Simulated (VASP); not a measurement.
# Si5Ni19 in VASP: a series of runs

The runs below take Si5Ni19 through single point, with PBE.

Program: VASP 6.6.1. These are calculated values, not measurements. Logs are shortened: lines on timing, memory, paths and dates and some standing lists are left out, and cuts for length are marked.

## Step 1: The cell of the first run

The cell holds a disordered packing, 24 atoms: a = 6.746 Å, b = 6.553 Å, c = 6.326 Å, α = 88.94°, β = 93.13°, γ = 93.55°.

## Step 2: Single point, PBE

File INCAR:

```
PREC = Accurate ; ENCUT = 400
EDIFF = 1E-6 ; ISMEAR = -1
SIGMA = 0.1551 ; LREAL = Auto
LASPH = T ; NELM = 120
ALGO = Normal ; ISIF = 2
LWAVE = F ; LCHARG = T
GGA = PE ; LELF = T
LVHAR = T ; NBANDS = 123
ISYM = -1 ; GGA_COMPAT = F
```

File KPOINTS:

```
explicit points
1
Reciprocal
  0.25000000   0.25000000   0.25000000 1
```

File POSCAR:

```
Si5Ni19
1.0
    6.7405220000     -0.2054610000     -0.1773920000
   -0.2054610000      6.5498610000      0.0568880000
   -0.1773920000      0.0568880000      6.3235750000
Ni Si
19 5
Direct
    0.7321243343      0.0883076487     -0.0205285215
    0.6123718493      1.0099618307      0.2992533746
    0.6486139781      0.3793010759      0.3538277400
    0.2767407302      0.5344082961      0.2199474463
    0.1554511101      0.5054734857      0.8307564009
    0.9504226566      0.2456384440      0.3072726260
    0.3178241542      0.8910583769      0.5676409204
    0.5359541688      0.1472650451      0.6623559249
    0.2612064882      0.8743929801      0.1733980341
    0.5403321305      0.8018973060      0.9175272316
    0.6101672891      0.6817118173      0.2012539701
    0.4387852437      0.4713821557      0.5985384856
    0.8564341529      0.3785206993      0.6916546861
    0.0333393966      0.6421662273      0.4346860107
    0.3342259560      0.2130975958      0.0185586974
    0.8646369485      0.7303106472      0.7935759069
    0.8569945362      1.0246797912      0.5892587644
    0.3390422746      0.1627584986      0.3669916751
    0.9232036016      0.5263771547      0.0720562956
    0.5634530543      0.4390178143      0.9118261772
    0.6228149581      0.7883894427      0.5635972519
    0.9053855528      0.8992737142      0.1969060652
    0.1633319289     -0.0983445511      0.8530003048
    0.1693494511      0.2164582799      0.6268995559
```

Potentials or basis: VASP PAW PBE potentials, release 64 (Ni, Si).

Started as:

```console
cat potpaw_PBE.64/Ni/POTCAR potpaw_PBE.64/Si/POTCAR > POTCAR
mpirun -np 1 vasp_std > vasp.out
```

OUTCAR:

```text
PREC = Accurate
   ENCUT = 400
   EDIFF = 1E-6
   ISMEAR = -1
   LREAL = Auto
   LASPH = T
   NELM = 120
   ISIF = 2
   GGA = PE
   ISYM = -1

 ion  position               nearest neighbor table
   1  0.732  0.088  0.979-  22 2.18  10 2.24   2 2.26   8 2.38  20 2.64   6 2.66  17 2.70  13 2.73
                            16 2.86  15 2.88  11 3.08
   2  0.612  0.010  0.299-  21 2.20  18 2.22  11 2.25   1 2.26  22 2.28  17 2.40   3 2.45   9 2.57
                             8 2.57   6 2.67   7 2.75  10 2.80  15 2.88
   3  0.649  0.379  0.354-  11 2.21  12 2.27   6 2.30   2 2.45  18 2.46  13 2.49   8 2.57  19 2.76
                             4 2.85  20 2.85  21 3.03  14 3.05  15 3.08
   4  0.277  0.534  0.220-   9 2.25  14 2.34  11 2.40  19 2.51  15 2.54   5 2.56  12 2.61  18 2.64
                             3 2.85   6 2.88  20 2.92
   5  0.155  0.505  0.831-  19 2.26  13 2.27  24 2.32  12 2.50  16 2.52   4 2.56  15 2.57  23 2.60
                            14 2.75  20 2.83
   6  0.950  0.246  0.307-   3 2.30  19 2.35  17 2.36  22 2.38  24 2.45   1 2.66   2 2.67  18 2.72
                            13 2.72  14 2.75   4 2.88
   7  0.318  0.891  0.568-  23 2.14  18 2.17  21 2.21   8 2.23  24 2.45   9 2.51  14 2.56  10 2.68
                             2 2.75  12 2.92
   8  0.536  0.147  0.662-   7 2.23  18 2.24  12 2.28   1 2.38  17 2.43  20 2.49  24 2.54  21 2.56
                            13 2.56   3 2.57   2 2.57  15 2.75  10 2.76
   9  0.261  0.874  0.173-  23 2.11   4 2.25  18 2.29  22 2.43  15 2.44   7 2.51   2 2.57  10 2.62
[... 17 lines left out ...]
  18  0.339  0.163  0.367-  24 2.10   7 2.17   2 2.22  15 2.22   8 2.24   9 2.29   3 2.46  12 2.55
                             4 2.64   6 2.72
  19  0.923  0.526  0.072-  16 2.22   5 2.26   6 2.35  14 2.49   4 2.51  11 2.58  22 2.59  20 2.61
                            13 2.62   3 2.76
  20  0.563  0.439  0.912-  12 2.12  15 2.20  10 2.39  11 2.44   8 2.49  13 2.53  19 2.61   1 2.64
                            16 2.82   5 2.83   3 2.85   4 2.92
  21  0.623  0.788  0.564-  17 2.14  16 2.17   2 2.20   7 2.21  10 2.34  12 2.37  11 2.40   8 2.56
                             3 3.03  22 3.13
  22  0.905  0.899  0.197-   1 2.18   2 2.28  11 2.38   6 2.38  14 2.41   9 2.43  19 2.59  17 2.67
                            16 2.79  23 2.86  10 2.99  21 3.13
  23  0.163  0.902  0.853-   9 2.11   7 2.14  16 2.26  24 2.49  15 2.50   5 2.60  10 2.67  17 2.74
                            22 2.86
  24  0.169  0.216  0.627-  18 2.10   5 2.32  17 2.39  12 2.40   6 2.45   7 2.45  13 2.48  23 2.49
                             8 2.54  15 2.66

IMPORTANT INFORMATION: All symmetrisations will be switched off!
NOSYMM: (Re-)initialisation of all symmetry stuff for point group C_1.

----------------------------------------------------------------------------------------

                                     Primitive cell

  volume of cell :     278.6918

  direct lattice vectors                    reciprocal lattice vectors
[... 104 lines left out ...]
   ISMEAR =    -1;   SIGMA  =   0.16  broadening in eV -4-tet -1-fermi 0-gaus
   EFERMI_NEDOS =   21; number of points for ismear=-14 and -15
   IALGO  =     38    algorithm
   IMIX   =      4    mixing-type and parameters
     AMIX     =   0.40;   BMIX     =  1.00
     AMIX_MAG =   1.60;   BMIX_MAG =  1.00
  volume/ion in A,a.u.               =      11.61        78.36
  Fermi-wavevector in a.u.,A,eV,Ry     =   1.489726  2.815175 30.195202  2.219285
  Thomas-Fermi vector in A             =   2.602598
   LORBIT       =      0    0 simple, 1 ext, 2 COOP (PROOUT), +10 PAW based schemes
   GGA     = PE    functional components
   LHFCALC =     F    Hartree Fock is set to
   AEXX    =    0.0000 exact exchange contribution
   IVDW    =     0    specifies the selected vdW correction
   LEPSILON=     F    determine dielectric tensor
   LRPA    =     F    only Hartree local field effects (RPA)
 non-spin polarized calculation
  energy-cutoff  :      400.00
  volume of cell :      278.69
 maximum number of plane-waves:      5063
 NGX is ok and might be reduce to    48
   NGX = 21   NGY = 21   NGZ = 21

 number of electron     209.9999965 magnetization

 Free energy of the ion-electron system (eV)
  ---------------------------------------------------
  ext. energy  EPLUGINS =         0.00000000
  ---------------------------------------------------
  free energy    TOTEN  =      -130.40232525 eV

  energy without entropy =     -128.22479687  energy(sigma->0) =     -129.31356106

 E-fermi :   9.4029     XC(G=0): -12.6179

 val. band max:        9.3562635290   @ k =   0.2500   0.2500   0.2500
 cond. band min:       9.4922794659   @ k =   0.2500   0.2500   0.2500
 fundamental gap:      0.1360159370
 Fermi energy:         9.4028800291

 k-point     1 :       0.2500    0.2500    0.2500
  band No.  band energies     occupation
      1      -1.4718      2.00000
      2      -0.7177      2.00000
      3       0.0840      2.00000
      4       0.5881      2.00000
      5       1.1127      2.00000
      6       2.6873      2.00000
[... 109 lines left out ...]
    116      11.4353      0.00000
    117      11.6104      0.00000
 [bands above 117 left out]

------------------------ aborting loop because EDIFF is reached ----------------------------------------

  FORCE on cell =-STRESS in cart. coord.  units (eV):
  Direction    XX          YY          ZZ          XY          YZ          ZX
  --------------------------------------------------------------------------------------
  -------------------------------------------------------------------------------------
  Total        7.8945537     16.4987445     24.7997469      0.2871231     -9.9544223      2.2461622
  in kB       45.3851644     94.8499764    142.5717822      1.6506480    -57.2271861     12.9130090
  external PRESSURE =      94.2689743 kB  Pullay stress =       0.0000000 kB

 VOLUME and BASIS-vectors are now :
 -----------------------------------------------------------------------------
  energy-cutoff  :      400.00
  volume of cell :      278.69
      direct lattice vectors                 reciprocal lattice vectors
     6.740522000 -0.205461000 -0.177392000     0.148606077  0.004625742  0.004127156
    -0.205461000  6.549861000  0.056888000     0.004625742  0.152830914 -0.001245130
    -0.177392000  0.056888000  6.323575000     0.004127156 -0.001245130  0.158265373

 POSITION                                       TOTAL-FORCE (eV/Angst)
 -----------------------------------------------------------------------------------
      4.74301      0.48370      6.06891         0.890028      2.181149     -1.145990
      4.07257     -0.04355      1.78429        -0.152150      1.185430      0.139617
      4.23130      2.37123      2.14397         0.360516     -0.648487     -0.849984
      1.71656      3.45595      1.37216         0.240261     -1.987999     -0.233108
      0.79660      3.32610      5.25453         1.975850      0.784195     -0.114932
      6.30137      1.43110      1.78844         1.426489     -0.355828     -0.125314
[... 16 lines left out ...]
      0.76437      5.92069      5.41633        -0.609743     -0.097236     -0.114068
      0.98582      1.41864      3.94652        -1.449103      0.970193      1.144048
 -----------------------------------------------------------------------------------
    total drift:                               -0.002141     -0.011002      0.002255

  FREE ENERGIE OF THE ION-ELECTRON SYSTEM (eV)
  ---------------------------------------------------
  free  energy   TOTEN  =      -130.4023252529 eV

  energy  without entropy=     -128.2247968713  energy(sigma->0) =     -129.31356106
```

stdout:

```text
POSCAR found type information on POSCAR NiSi
 POSCAR found :  2 types and      24 ions
 scaLAPACK will be used
 LDA part: xc-table for (Slater+PW92), standard interpolation
 POSCAR, INCAR and KPOINTS ok, starting setup
 FFT: planning ... GRIDC
 FFT: planning ... GRID_SOFT
 FFT: planning ... GRID
 WAVECAR not read
 entering main loop
```

Run time: 92 s. Hardware: 1 thread of Intel Xeon 6975P-C (Granite Rapids), shared host; peak memory 0.3 GiB.

What came out:

```yaml
Free_energy: -130.4023 eV
Pressure: 9.4 GPa
Largest_force: 5.111 eV/Å
```

Forces on the atoms (eV/Å):
```
Ni   0.890  2.181 -1.146
Ni  -0.152  1.185  0.140
Ni   0.361 -0.648 -0.850
Ni   0.240 -1.988 -0.233
Ni   1.976  0.784 -0.115
Ni   1.426 -0.356 -0.125
Ni  -1.201 -3.185 -0.371
Ni   1.353  0.275  1.713
Ni  -0.291 -0.023  0.870
Ni  -2.639  1.179 -4.215
Ni   1.022 -2.160  3.317
Ni  -1.363  2.010 -0.946
Ni  -1.068 -0.397 -0.167
Ni  -0.568  0.166  0.597
Ni  -0.331 -0.400 -1.567
Ni   0.450  0.126  0.488
Ni   1.946  0.942  0.147
Ni  -1.496  2.752 -1.760
Ni  -1.161 -0.557  1.542
Si   1.885 -0.062  1.576
Si  -0.797 -1.706 -0.370
Si   1.575 -0.994  0.447
Si  -0.610 -0.097 -0.114
Si  -1.449  0.970  1.144
```

Stress tensor (GPa, compression positive):
```
 4.54  0.17  1.29
 0.17  9.48 -5.72
 1.29 -5.72 14.26
```

Caveat: the atoms stand as in a frame of molecular dynamics.

## Step 3: Single point, PBE

File INCAR:

```
  PREC = Accurate
  ENCUT = 400
  EDIFF = 1E-6
  ISMEAR = -1
  SIGMA = 0.0862
  LREAL = Auto
  LASPH = True
  NELM = 120
  ALGO = Normal
  ISIF = 2
  LWAVE = False
  LCHARG = True
  GGA = PE
  LELF = True
  LVHAR = True
  ISYM = -1
  NBANDS = 123
  GGA_COMPAT = False
```

KPOINTS is that of step 2.

File POSCAR:

```
Si5Ni19
1.0
    6.7405220000     -0.2054610000     -0.1773920000
   -0.2054610000      6.5498610000      0.0568880000
   -0.1773920000      0.0568880000      6.3235750000
Ni Si
19 5
Direct
    0.8251757390      0.0862769771      0.9857302950
    0.6232497837     -0.0000237300      0.2655912005
    0.6765787497      0.3339396232      0.3608921378
    0.3064758462      0.5109856659      0.2246299618
    0.1598680222      0.5779991938      0.8559496946
    0.9772441838      0.2085023762      0.3443605899
    0.2601803091      0.8358889770      0.5183746304
    0.5298213064      0.1313770740      0.6983026662
    0.2573408295      0.8957415979      0.1776041648
    0.4469788780      0.8454257560      0.9239477506
    0.6659553732      0.6734979341      0.2476621539
    0.4233647582      0.5127345862      0.6311643455
    0.8447373795      0.3795719294      0.7219134058
   -0.0227252848      0.6138092302      0.4790061534
    0.3213660677      0.2142543100     -0.0391779539
    0.7943043164      0.7157859343      0.8464734902
    0.9175925364     -0.0136928313      0.6140244297
    0.3535680811      0.1878059600      0.3736731586
    0.9533049885      0.5130552918      0.1046292626
    0.6219564344      0.3892362410      0.9939972602
    0.5796878470      0.8339939155      0.5760094157
    0.9435710724      0.8471595494      0.2668007808
    0.0870830772      0.9355080410      0.8964551950
    0.1421890551      0.3200998803      0.6068166123
```

Potentials or basis: VASP PAW PBE potentials, release 64 (Ni, Si).

Started as:

```console
cat potpaw_PBE.64/Ni/POTCAR potpaw_PBE.64/Si/POTCAR > POTCAR
mpirun -np 1 vasp_std > vasp.out
```

Wall time 93 s (1 thread of Intel Xeon 6975P-C (Granite Rapids), shared host); peak memory 0.3 GiB.

The run converged. Its results:

| Quantity | Value |
| --- | --- |
| Free energy | -131.5282 eV |
| Pressure | 5.5 GPa |
| Largest force | 3.196 eV/Å |

Forces on the atoms (eV/Å):
```
Ni  -0.680  0.333 -0.182
Ni  -0.566  1.280  0.005
Ni  -0.579  1.300  0.395
Ni   0.143  0.347  0.032
Ni   0.665  0.365 -0.865
Ni   0.470 -0.302 -2.525
Ni  -0.588  0.286  1.883
Ni   0.904  1.384  0.059
Ni   0.337  0.234  1.296
Ni   1.264 -0.884 -1.390
Ni  -1.606 -2.033 -0.624
Ni   1.648 -0.162 -0.008
Ni  -0.941 -0.916  0.355
Ni   0.170 -2.053  1.615
Ni  -0.633  0.412  0.389
Ni  -0.864  0.272  0.080
Ni  -1.332  0.310 -0.760
Ni  -0.800  0.200 -0.088
Ni  -0.821 -1.031  1.337
Si  -0.172  0.358  0.015
Si   1.159 -1.246  0.068
Si   0.158  2.785 -1.561
Si   1.245 -0.918 -1.077
Si   1.421 -0.322  1.554
```

Stress tensor (GPa, compression positive):
```
 5.84  1.08 -1.71
 1.08  4.27 -4.01
-1.71 -4.01  6.28
```

Levels at points of the mesh, in eV from the Fermi level:
| k point | band 101 | band 102 | band 103 | band 104 | band 105 | band 106 | band 107 | band 108 | band 109 | band 110 |
| --- | --- | --- | --- | --- | --- | --- | --- | --- | --- | --- |
| (0.25, 0.25, 0.25) | -0.26 | -0.23 | -0.20 | -0.13 | -0.04 | 0.01 | 0.10 | 0.19 | 0.37 | 0.42 |

Caveat: the atoms stand as in a frame of molecular dynamics. Spin polarisation is off, so any magnetic state and its effect on volume and gap are missing.

## Step 4: Single point, PBE

File INCAR:

```
PREC = Accurate ; ENCUT = 400
EDIFF = 1E-6 ; ISMEAR = -1
SIGMA = 0.0862 ; LREAL = Auto
LASPH = T ; NELM = 120
ALGO = Normal ; ISIF = 2
LWAVE = F ; LCHARG = F
GGA = PE ; NBANDS = 123
ISYM = -1 ; GGA_COMPAT = F
```

KPOINTS is that of step 3.

File POSCAR:

```
Si5Ni19
1.0
    6.7405220000     -0.2054610000     -0.1773920000
   -0.2054610000      6.5498610000      0.0568880000
   -0.1773920000      0.0568880000      6.3235750000
Ni Si
19 5
Direct
    0.8362810191      0.0493201904      0.9826104435
    0.6003176127      0.0213563270      0.2237709876
    0.6988432014      0.3335695331      0.3805890006
    0.2672070948      0.5052435459      0.2380403658
    0.1845231222      0.5565758665      0.8659777796
    1.0356734501      0.1490284550      0.3250041715
    0.2049476749      0.8219358213      0.5427220825
    0.5489918561      0.1509819948      0.7154819386
    0.2679203481      0.8759659841      0.1900883556
    0.4618302194      0.8242548751      0.8971178131
    0.5886798472      0.6579994119      0.2012562237
    0.5407224152      0.5204504372      0.6296116431
    0.8565912896      0.3545574036      0.7438368930
   -0.0464268377      0.5815353727      0.5051019188
    0.2375031021      0.1995921044      0.0114801761
    0.7901750313      0.6748559862      0.8500078708
    0.8522639866     -0.0262549479      0.5808126581
    0.3571819291      0.1707082171      0.3839449944
    0.9443202524      0.4448648401      0.1130663252
    0.5693393628      0.3650913802      1.0383075918
    0.5288777225      0.8478783943      0.5023224317
    0.9358536674      0.7883860548      0.2251152628
    0.1027208138      0.9235397581      0.8690950168
    0.1714517674      0.3073552401      0.6366290187
```

Started as:

```console
cat potpaw_PBE.64/Ni/POTCAR potpaw_PBE.64/Si/POTCAR > POTCAR
mpirun -np 1 vasp_std > vasp.out
```

Wall time 94 s (1 thread of Intel Xeon 6975P-C (Granite Rapids), shared host); peak memory 0.29 GiB.

It converged, with:

```yaml
Free_energy: -133.2099 eV
Pressure: 0.7 GPa
Largest_force: 2.280 eV/Å
```

Forces in eV/Å, atoms in the order of the input:
```
Ni  -0.087  0.342 -0.530
Ni   0.921  0.448 -1.199
Ni   0.548 -0.392 -0.013
Ni   0.445 -0.154  1.226
Ni   0.050  0.504 -0.465
Ni  -1.801  0.010 -0.486
Ni  -0.171  0.717  1.268
Ni  -0.350 -0.036  0.781
Ni  -0.008 -0.720 -0.526
Ni  -0.041  0.535 -1.263
Ni   1.158  0.076  0.441
Ni  -1.614 -0.199 -0.031
Ni  -0.182 -1.870  1.086
Ni   0.027  0.020 -0.632
Ni   0.683  1.182 -0.676
Ni   0.493  1.616  0.818
Ni  -0.046 -0.081  0.469
Ni   1.014  1.007  1.137
Ni  -1.356 -0.241  0.435
Si  -0.243 -0.876 -1.114
Si  -0.013 -0.467  1.556
Si  -0.392  0.560 -0.131
Si   0.292 -1.639 -1.558
Si   0.675 -0.342 -0.593
```

Stress tensor (GPa, compression positive):
```
 0.24  4.76 -1.77
 4.76  1.61 -0.53
-1.77 -0.53  0.35
```

Levels at points of the mesh, in eV from the Fermi level:
```csv
k point,band 101,band 102,band 103,band 104,band 105,band 106,band 107,band 108,band 109,band 110
"(0.25, 0.25, 0.25)",-0.28,-0.24,-0.17,-0.15,-0.06,0.03,0.10,0.20,0.32,0.37
```

Caveat: the atoms stand as in a frame of molecular dynamics. Spin polarisation is off, so any magnetic state and its effect on volume and gap are missing.

## Step 5: Single point, PBE

File INCAR:

```
ALGO = Normal
EDIFF = 1E-6
ENCUT = 400
GGA = PE
GGA_COMPAT = False
ISIF = 2
ISMEAR = -1
ISYM = -1
LASPH = True
LCHARG = False
LREAL = Auto
LWAVE = False
NBANDS = 123
NELM = 120
PREC = Accurate
SIGMA = 0.0862
```

KPOINTS is that of step 4.

File POSCAR:

```
Si5Ni19
1.0
    6.7405220000     -0.2054610000     -0.1773920000
   -0.2054610000      6.5498610000      0.0568880000
   -0.1773920000      0.0568880000      6.3235750000
Ni Si
19 5
Direct
    0.8365827940     -0.0210731679      0.9170731596
    0.6183516301      0.0677839012      0.1203595343
    0.7103821325      0.3023811874      0.4089804021
    0.2433470135      0.5292787222      0.3503244929
    0.1456535313      0.5536305885      0.8809717342
    0.9974106265      0.1198254302      0.2801130748
    0.1872014516      0.8796633706      0.5195611264
    0.5144786697      0.0917972785      0.7408396732
    0.3071225973      0.8638993413      0.1800926827
    0.4733019482      0.7579902136      0.8595583087
    0.6273399525      0.6433698301      0.2254066831
    0.4912561756      0.4376186691      0.6185932269
    0.8420745245      0.3136606964      0.7229909908
   -0.0667106845      0.6036751265      0.4689809463
    0.2423060363      0.2157729753     -0.0175530045
    0.8006729892      0.6302485265      0.8216289685
    0.8419793778     -0.0395078959      0.5290421844
    0.3916529957      0.1713108440      0.3738609215
    0.8587134706      0.3862420830      0.0765218030
    0.5024859201      0.4080690919      0.9637081473
    0.4928597554      0.7957525107      0.5201470069
    0.9717187761      0.7539390405      0.1455912285
    0.1207030352      0.9055827608      0.8187941095
    0.1282092075      0.2636362690      0.5903367237
```

Started as:

```console
cat potpaw_PBE.64/Ni/POTCAR potpaw_PBE.64/Si/POTCAR > POTCAR
mpirun -np 1 vasp_std > vasp.out
```

It took 97 s on 1 thread of Intel Xeon 6975P-C (Granite Rapids), shared host; peak memory 0.3 GiB.

The run converged. Its results:

| Quantity | Value |
| --- | --- |
| Free energy | -132.2793 eV |
| Pressure | 2.2 GPa |
| Largest force | 2.869 eV/Å |

Forces on the atoms (eV/Å):
```
Ni  -0.005  0.545 -0.538
Ni  -1.406  0.654  1.499
Ni   0.384 -0.625 -2.175
Ni   0.540 -0.251 -1.081
Ni   0.191 -0.091 -0.180
Ni   1.328  0.612 -2.075
Ni  -0.002  0.144 -2.077
Ni   0.055  0.430 -0.451
Ni   0.174 -0.289 -1.320
Ni  -0.630 -0.477  1.148
Ni  -0.277  0.470 -0.223
Ni  -0.516  1.434 -0.010
Ni   0.475 -1.463  1.010
Ni  -0.585 -0.474  0.529
Ni  -1.359 -1.485  0.243
Ni  -0.835  1.867 -0.287
Ni  -1.857 -1.002  1.750
Ni  -1.243  0.135 -0.253
Ni   0.325 -0.062  1.262
Si   1.618  0.639  1.212
Si   1.762 -0.291 -1.562
Si   0.036 -0.649  0.869
Si   0.849 -0.058  2.739
Si   0.977  0.287 -0.028
```

Stress tensor (GPa, compression positive):
```
 0.27 -0.68 -6.31
-0.68 -0.66 -0.37
-6.31 -0.37  6.96
```

Levels at points of the mesh, in eV from the Fermi level:
```tsv
k point	band 103	band 104	band 105	band 106	band 107	band 108
(0.25, 0.25, 0.25)	-0.15	-0.13	-0.03	0.01	0.06	0.22
```

Caveat: the atoms stand as in a frame of molecular dynamics. Spin polarisation is off, so any magnetic state and its effect on volume and gap are missing.

## Step 6: Summary

| cell | smearing | pressure (GPa) | largest force (eV/Å) |
| --- | --- | --- | --- |
| as given, atomic positions A | fermi-dirac 0.1551 eV | 9.4 | 5.11 |
| as given, atomic positions B | fermi-dirac 0.0862 eV | 5.5 | 3.20 |
| as given, atomic positions C | fermi-dirac 0.0862 eV | 0.7 | 2.28 |
| as given, atomic positions D | fermi-dirac 0.0862 eV | 2.2 | 2.87 |

Alike in all rows: task single point; level PBE; potentials or basis VASP PAW PBE potentials, release 64 (Ni, Si); no spin polarisation; k mesh 1 × 1 × 1, shifted; cutoff (eV) 400.

Caveats: the atoms stand as in a frame of molecular dynamics.

Total energies depend on the potentials used, so only differences within one code and one set of settings carry meaning.
